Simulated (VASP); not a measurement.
Input of a VASP 6.6.1 run:

File INCAR:

```
SYSTEM = CO
  PREC = Accurate
  ENCUT = 1000
  EDIFF = 1E-6
  ISMEAR = -1
  SIGMA = 0.02
  LREAL = .FALSE.
  LASPH = .TRUE.
  NELM = 120
  ALGO = Normal
  ISIF = 2
  LWAVE = .FALSE.
  LCHARG = .FALSE.
  GGA = PE
  IVDW = 12
  NBANDS = 42
  GGA_COMPAT = .FALSE.
```

The input KPOINTS:

```
regular mesh
0
G
  1 1 1
  0 0 0
```

POSCAR

```
CO
1.0
    7.0338500000      0.0000000000      0.0000000000
    0.0000000000      7.0338500000      0.0000000000
    0.0000000000      0.0000000000      7.0338500000
O C
6 6
Direct
    0.8808973748      0.5996858051      0.2993808512
   -0.1668360855      0.1882184010     -0.0641469466
    0.2568294746      0.8416016833      0.9255244283
    0.4302195810      0.4304470525      0.5300511100
    0.3651911826      0.0664643119      0.3915636529
    0.6907596835      0.6067232028      0.9161696653
    0.9736630721      0.6985363634      0.3872132616
   -0.1388997491      0.0625119956      0.0295002026
    0.2151453329      0.7020621708      0.8575957690
    0.3644803344      0.5019441700      0.4039892804
    0.4365887814      0.0101082622      0.5248334838
    0.7606787179      0.6127654130      0.7705026408
```

Potentials or basis: VASP PAW PBE potentials, release 64 (O_h, C_h).

Run with:

```bash
$ cat potpaw_PBE.64/O_h/POTCAR potpaw_PBE.64/C_h/POTCAR > POTCAR
$ mpirun -np 1 vasp_gam > vasp.out
```

(1) What does it give for the largest force?

(2) Predict the pressure.

Answers

(1) 1.917 eV/Å.

(2) 0.9 GPa.

Caveat: the k points lie up to 0.89 Å⁻¹ apart, too coarse for converged energies, forces and pressures; the atoms stand as in a frame of molecular dynamics.
